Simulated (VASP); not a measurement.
Crystal: CuO4.

```xyz
5
Lattice="4.1996 0.0000 0.0000 0.0000 4.1996 0.0000 0.0000 0.0000 4.1996" Properties=species:S:1:pos:R:3 pbc="T T T"
Cu    0.0000    0.0000    0.0000
O     2.0998    0.0000    0.0000
O     2.0998    2.0998    2.0998
O     0.0000    0.0000    2.0998
O     0.0000    2.0998    0.0000
```

```yaml
Program: VASP 6.6.1
Task: relaxation of cell and atoms
Functional: LDA
Potentials_or_basis: VASP PAW LDA potentials, release 64 (Cu, O)
Cutoff: 600 eV
k_mesh: 4 × 4 × 4
Occupations: fermi-dirac, width 0.05 eV
Spin: collinear spin
Starting_moments: "[0.6, 0.0, 0.0, 0.0, 0.0] μB"
Hubbard_terms: Cu d U = 5.0 eV
```

At the start: pressure -25.5 GPa; volume 14.81 Å³/atom.

Where does the relaxation end?

Over 6 steps the energy falls by 749.0 meV/atom and the volume is 9.06 Å³/atom (-38.8 %); space group Pm-3m (No. 221, to 0.1 Å) before and after; moment 0.00 μB per cell.

Step by step:
| step | energy change (eV) | largest force (eV/Å) | pressure (GPa) | volume (Å³) |
| --- | --- | --- | --- | --- |
| 1 | 0.0000 | 0.0000 | -25.49 | 74.07 |
| 2 | -3.3853 | 0.0000 | -16.26 | 51.57 |
| 3 | -3.7414 | 0.0000 | -2.06 | 45.88 |
| 4 | -3.7450 | 0.0000 | 0.45 | 45.19 |
| 5 | -3.7451 | 0.0000 | -0.26 | 45.37 |
| 6 | -3.7451 | 0.0000 | 0.01 | 45.31 |

Final structure:
```
Cu O
1.0
     3.56510    0.00000    0.00000
     0.00000    3.56510    0.00000
     0.00000    0.00000    3.56510
Cu O
1 4
Cartesian
  0.0000 0.0000 0.0000
  1.7826 0.0000 0.0000
  1.7826 1.7826 1.7826
  0.0000 0.0000 1.7826
  0.0000 1.7826 0.0000
```

Caveat: the k points lie up to 0.44 Å⁻¹ apart in the final cell; the volume moved by over 15 % at a fixed basis, so the end points are rough.
